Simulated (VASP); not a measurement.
# Ge (C2/c) in VASP: single point with LDA

Aim: the single point of Ge with LDA.

Program: VASP 6.6.1. These are calculated values, not measurements. Logs are shortened: lines on timing, memory, paths and dates and some standing lists are left out, and cuts for length are marked.

### 1 The cell of the first run

Symmetry: C2/c, No. 15, monoclinic system. Conventional cell: a = 9.593 Å, b = 6.875 Å, c = 6.876 Å, α = 90.00°, β = 134.24°, γ = 90.00°. Within 3.2 Å of Ge (site symmetry 1) lie 4 Ge at 2.44 to 2.47 Å. Within 3.2 Å of Ge (site symmetry 1) lie 4 Ge at 2.41 to 2.50 Å.

### 2 Single point, LDA (engineering shear strain xz -0.0267, engineering shear strain yz +0.0000)

INCAR reads:

```
ALGO = Normal
EDIFF = 1E-7
ENCUT = 520
ISIF = 2
ISMEAR = 0
KPAR = 4
LASPH = T
LCHARG = F
LREAL = F
LWAVE = F
NBANDS = 66
NELM = 60
PREC = Accurate
SIGMA = 0.15
```

KPOINTS reads:

```
k-points
0
Gamma
  8 8 8
```

POSCAR reads:

```
Ge
1.0
   -3.4833464005      3.4374563581      3.4833464005
    3.3915663157     -3.4374563581      3.3915663157
    3.4833464005      3.4374563581     -3.4833464005
Ge
8
Direct
    0.5000000000      0.0000000000      0.7958727303
    0.7958727303      0.5000000000      0.0000000000
    0.0000000000      0.7958727303      0.5000000000
    0.7041272697      0.7041272697      0.7041272697
    0.5000000000      0.0000000000      0.2041272697
    0.2041272697      0.5000000000      0.0000000000
    0.0000000000      0.2041272697      0.5000000000
    0.2958727303      0.2958727303      0.2958727303
```

Potentials or basis: VASP PAW LDA potentials, release 64 (Ge_d).

On the command line:

```bash
> cat potpaw_LDA.64/Ge_d/POTCAR > POTCAR
> mpirun -np 4 vasp_std > vasp.out
```

OUTCAR:

```text
EDIFF = 1E-7
   ENCUT = 520
   ISIF = 2
   ISMEAR = 0
   LASPH = T
   LREAL = F
   NELM = 60
   PREC = Accurate

 ion  position               nearest neighbor table
   1  0.500  0.000  0.796-   2 2.44   5 2.45   3 2.47   4 2.47
   2  0.796  0.500  0.000-   1 2.44   6 2.45   4 2.47   3 2.47
   3  0.000  0.796  0.500-   7 2.41   1 2.47   2 2.47   4 2.50
   4  0.704  0.704  0.704-   8 2.41   2 2.47   1 2.47   3 2.50
   5  0.500  0.000  0.204-   6 2.44   1 2.45   7 2.47   8 2.47
   6  0.204  0.500  0.000-   5 2.44   2 2.45   8 2.47   7 2.47
   7  0.000  0.204  0.500-   3 2.41   5 2.47   6 2.47   8 2.50
   8  0.296  0.296  0.296-   4 2.41   6 2.47   5 2.47   7 2.50

  LATTYP: Found a face centered orthorhombic cell.
 ALAT       =     6.8749127162
 B/A-ratio  =     1.3953338113
 C/A-ratio  =     1.4330933134

  Lattice vectors:

 A1 = (   6.8749127162,   0.0000000000,  -0.0917800848)
 A2 = (   3.4833464005,   3.4374563581,  -3.4833464005)
 A3 = (   3.3915663157,   3.4374563581,   3.3915663157)

Analysis of symmetry for initial positions (statically):
=====================================================================
 Subroutine PRICEL returns:
 Original cell was already a primitive cell.

 Routine SETGRP: Setting up the symmetry group for a
 face centered orthorhombic supercell.

 Subroutine GETGRP returns: Found  4 space group operations
 (whereof  2 operations were pure point group operations)
 out of a pool of  8 trial point group operations.

The static configuration has the point symmetry S_2 .
 The point group associated with its full space group is C_2h.

Analysis of symmetry for dynamics (positions and initial velocities):
=====================================================================
 Subroutine PRICEL returns:
 Original cell was already a primitive cell.

 Routine SETGRP: Setting up the symmetry group for a
 face centered orthorhombic supercell.

 Subroutine GETGRP returns: Found  4 space group operations
 (whereof  2 operations were pure point group operations)
 out of a pool of  8 trial point group operations.

The dynamic configuration has the point symmetry S_2 .
 The point group associated with its full space group is C_2h.

 Subroutine INISYM returns: Found  4 space group operations
 (whereof  2 operations are pure point group operations),
 and found     1 'primitive' translations

----------------------------------------------------------------------------------------

                                     Primitive cell

  volume of cell :     162.4404

  direct lattice vectors                    reciprocal lattice vectors
    -3.483346400  3.437456358  3.483346400     0.001942189  0.145456392  0.145482320
     3.391566316 -3.437456358  3.391566316     0.147424509  0.000000000  0.147424509
     3.483346400  3.437456358 -3.483346400     0.145482320  0.145456392  0.001942189

  length of vectors
     6.006955178  5.900978763  6.006955178     0.205733905  0.208489741  0.205733905

  position of ions in fractional coordinates (direct lattice)
     0.500000000  0.000000000  0.795872730
     0.795872730  0.500000000  0.000000000
     0.000000000  0.795872730  0.500000000
     0.704127270  0.704127270  0.704127270
     0.500000000  0.000000000  0.204127270
     0.204127270  0.500000000  1.000000000
     0.000000000  0.204127270  0.500000000
     0.295872730  0.295872730  0.295872730

  ion indices of the primitive-cell ions
   primitive index   ion index
                 1           1
                 2           2
                 3           3
                 4           4
                 5           5
                 6           6
                 7           7
                 8           8

----------------------------------------------------------------------------------------

 KPOINTS: k-points

Automatic generation of k-mesh.
 Grid dimensions read from file:
 generate k-points for:    8    8    8

 Generating k-lattice:

  Cartesian coordinates                     Fractional coordinates (reciprocal lattice)
     0.000242774  0.018182049  0.018185290     0.125000000  0.000000000  0.000000000
     0.018428064  0.000000000  0.018428064     0.000000000  0.125000000  0.000000000
     0.018185290  0.018182049  0.000242774     0.000000000 -0.000000000  0.125000000

  Length of vectors
     0.025716738  0.026061218  0.025716738

  Shift w.r.t. Gamma in fractional coordinates (k-lattice)
     0.000000000  0.000000000  0.000000000

 Subroutine IBZKPT returns following result:
 ===========================================

 Found    150 irreducible k-points:

 Following reciprocal coordinates:
            Coordinates               Weight
  0.000000  0.000000  0.000000      1.000000
  0.125000 -0.000000  0.000000      4.000000
 -0.125000  0.125000 -0.000000      4.000000
  0.250000 -0.000000  0.000000      4.000000
 -0.250000  0.250000 -0.000000      4.000000
  0.375000 -0.000000  0.000000      4.000000
[... 16 lines left out ...]
  0.125000  0.250000  0.000000      4.000000
 -0.125000  0.375000 -0.000000      4.000000
 [... further k-points ...]
   k-points           NKPTS =    150   k-points in BZ     NKDIM =    150   number of bands    NBANDS=     66
   number of dos      NEDOS =    301   number of ions     NIONS =      8
   total plane-waves  NPLWV = 110592
   dimension x,y,z NGX =    48 NGY =   48 NGZ =   48
   dimension x,y,z NGXF=    96 NGYF=   96 NGZF=   96
   ions per type =               8
   NGX,Y,Z   is equivalent  to a cutoff of  13.28, 13.52, 13.28 a.u.
   NGXF,Y,Z  is equivalent  to a cutoff of  26.57, 27.05, 26.57 a.u.
 SYSTEM =  unknown system
   PREC   = accura    normal or accurate (medium, high low for compatibility)
   ISTART =      0    job   : 0-new  1-cont  2-samecut
   ICHARG =      2    charge: 1-file 2-atom 10-const
   ISPIN  =      1    spin polarized calculation?
   LNONCOLLINEAR =      F non collinear calculations
   LSORBIT =      F    spin-orbit coupling
   LASPH  =      T    aspherical Exc in radial PAW
   ENCUT  =  520.0 eV  38.22 Ry    6.18 a.u.  11.17 10.97 11.17*2*pi/ulx,y,z
   NELM   =     60;   NELMIN=  2; NELMDL= -5     # of ELM steps
   EDIFF  = 0.1E-06   stopping-criterion for ELM
   LREAL  =      F    real-space projection
   EDIFFG = 0.1E-05   stopping-criterion for IOM
   NSW    =      0    number of steps for IOM
   IBRION =     -1    ionic relax: 0-MD 1-quasi-New 2-CG
   NFREE  =      0    steps in history (QN), initial steepest desc. (CG)
   ISIF   =      2    stress and relaxation
   ISYM   =      2    0-nonsym 1-usesym 2-fastsym
   POTIM  = 0.5000    time-step for ionic-motion
   TEBEG  =    0.0;   TEEND  =   0.0 temperature during run
   PSTRESS=    0.0 pullay stress
   NELECT =     112.0000    total number of electrons
   NUPDOWN=      -1.0000    fix difference up-down
   EMIN   =  10.00;   EMAX   =-10.00  energy-range for DOS
   EFERMI =   0.00;   METHOD = LEGACY
   ISMEAR =     0;   SIGMA  =   0.15  broadening in eV -4-tet -1-fermi 0-gaus
   EFERMI_NEDOS =   21; number of points for ismear=-14 and -15
   IALGO  =     38    algorithm
   IMIX   =      4    mixing-type and parameters
     AMIX     =   0.40;   BMIX     =  1.00
     AMIX_MAG =   1.60;   BMIX_MAG =  1.00
  volume/ion in A,a.u.               =      20.31       137.03
  Fermi-wavevector in a.u.,A,eV,Ry     =   1.446270  2.733054 28.459274  2.091698
  Thomas-Fermi vector in A             =   2.564358
   LORBIT       =      0    0 simple, 1 ext, 2 COOP (PROOUT), +10 PAW based schemes
   GGA     = CA    functional components
   LHFCALC =     F    Hartree Fock is set to
   AEXX    =    0.0000 exact exchange contribution
   IVDW    =     0    specifies the selected vdW correction
   LEPSILON=     F    determine dielectric tensor
   LRPA    =     F    only Hartree local field effects (RPA)
 non-spin polarized calculation
 Gauss-broadening in eV      SIGMA  =   0.15
  energy-cutoff  :      520.00
  volume of cell :      162.44
 maximum number of plane-waves:      4396
 NGX is ok and might be reduce to    48
   NGX = 23   NGY = 21   NGZ = 23

 number of electron     112.0000009 magnetization

 Free energy of the ion-electron system (eV)
  ---------------------------------------------------
  ext. energy  EPLUGINS =         0.00000000
  ---------------------------------------------------
  free energy    TOTEN  =       -40.60669638 eV

  energy without entropy =      -40.59208089  energy(sigma->0) =      -40.59938863

 E-fermi :   5.6919     XC(G=0): -10.9690

 val. band max:        5.6866929656   @ k =  -0.2500   0.3750   0.2500
 cond. band min:       5.6959515032   @ k =  -0.3750  -0.3750   0.1250
 fundamental gap:      0.0092585376
 Fermi energy:         5.6918753363

 k-point     1 :       0.0000    0.0000    0.0000
  band No.  band energies     occupation
      1     -19.3207      2.00000
      2     -19.3137      2.00000
      3     -19.3024      2.00000
      4     -19.2996      2.00000
      5     -19.2958      2.00000
      6     -19.2952      2.00000
[... 58 lines left out ...]
     65      10.8378      0.00000
     66      12.4986      0.00000

 k-point     2 :       0.1250   -0.0000    0.0000
  band No.  band energies     occupation
      1     -19.3207      2.00000
      2     -19.3144      2.00000
      3     -19.3042      2.00000
      4     -19.3006      2.00000
      5     -19.2925      2.00000
      6     -19.2912      2.00000
[... 58 lines left out ...]
     65      11.0235      0.00000
     66      11.6923      0.00000

 k-point     3 :      -0.1250    0.1250   -0.0000
  band No.  band energies     occupation
      1     -19.3214      2.00000
      2     -19.3135      2.00000
      3     -19.3049      2.00000
      4     -19.2993      2.00000
      5     -19.2934      2.00000
      6     -19.2904      2.00000
[... 1438 lines left out ...]
     65      10.5655      0.00000
     66      10.9767      0.00000

 k-point    24 :      -0.1250    0.3750   -0.0000
  band No.  band energies     occupation
      1     -19.3182      2.00000
      2     -19.3152      2.00000
      3     -19.3018      2.00000
      4     -19.2964      2.00000
      5     -19.2896      2.00000
      6     -19.2845      2.00000
[... 58 lines left out ...]
     65      10.3248      0.00000
     66      11.0929      0.00000

 [... further k-points ...]

------------------------ aborting loop because EDIFF is reached ----------------------------------------

  FORCE on cell =-STRESS in cart. coord.  units (eV):
  Direction    XX          YY          ZZ          XY          YZ          ZX
  --------------------------------------------------------------------------------------
  -------------------------------------------------------------------------------------
  Total        0.2277050      0.1464692      0.2615945      0.0000000      0.0000000      1.9778601
  in kB        2.2458925      1.4446500      2.5801506      0.0000000      0.0000000     19.5079664
  external PRESSURE =       2.0902310 kB  Pullay stress =       0.0000000 kB

 VOLUME and BASIS-vectors are now :
 -----------------------------------------------------------------------------
  energy-cutoff  :      520.00
  volume of cell :      162.44
      direct lattice vectors                 reciprocal lattice vectors
    -3.483346400  3.437456358  3.483346400     0.001942189  0.145456392  0.145482320
     3.391566316 -3.437456358  3.391566316     0.147424509  0.000000000  0.147424509
     3.483346400  3.437456358 -3.483346400     0.145482320  0.145456392  0.001942189

 POSITION                                       TOTAL-FORCE (eV/Angst)
 -----------------------------------------------------------------------------------
      1.03063      4.45451     -1.03063         0.014677      0.060626     -0.178522
     -1.07652      1.01705      4.46808        -0.014677      0.060626      0.178522
      4.44093     -1.01705      0.95758        -0.060593      0.087998     -0.179913
      2.38809      2.42041      2.38809         0.060593      0.087998      0.179913
     -1.03063      2.42041      1.03063        -0.014677     -0.060626      0.178522
      0.98474     -1.01705      2.40683         0.014677     -0.060626     -0.178522
      2.43398      1.01705     -1.04936         0.060593     -0.087998      0.179913
      1.00347      1.01705      1.00347        -0.060593     -0.087998     -0.179913
 -----------------------------------------------------------------------------------
    total drift:                               -0.000000     -0.000000     -0.000000

  FREE ENERGIE OF THE ION-ELECTRON SYSTEM (eV)
  ---------------------------------------------------
  free  energy   TOTEN  =       -40.6066963795 eV

  energy  without entropy=      -40.5920808867  energy(sigma->0) =      -40.59938863
```

It took 6.8 min on 4 MPI ranks of Intel Xeon Platinum 8488C (Sapphire Rapids), shared host; peak memory 1 GiB.

What came out:

| Property | Result |
| --- | --- |
| Free energy | -40.6067 eV |
| Pressure | 0.2 GPa |
| Largest force | 0.209 eV/Å |
| Band gap on the k mesh | zero (bands 56 and 57 overlap by 0.74 eV) |

Forces on the atoms (eV/Å):
```
Ge   0.015  0.061 -0.179
Ge  -0.015  0.061  0.179
Ge  -0.061  0.088 -0.180
Ge   0.061  0.088  0.180
Ge  -0.015 -0.061  0.179
Ge   0.015 -0.061 -0.179
Ge   0.061 -0.088  0.180
Ge  -0.061 -0.088 -0.180
```

Stress tensor (GPa, compression positive):
```
0.22 0.00 1.95
0.00 0.14 0.00
1.95 0.00 0.26
```

Caveat: the cell differs from its parent crystal (engineering shear strain xz -0.0267, engineering shear strain yz +0.0000); semilocal functionals underestimate gaps, and a narrow one can read as zero.
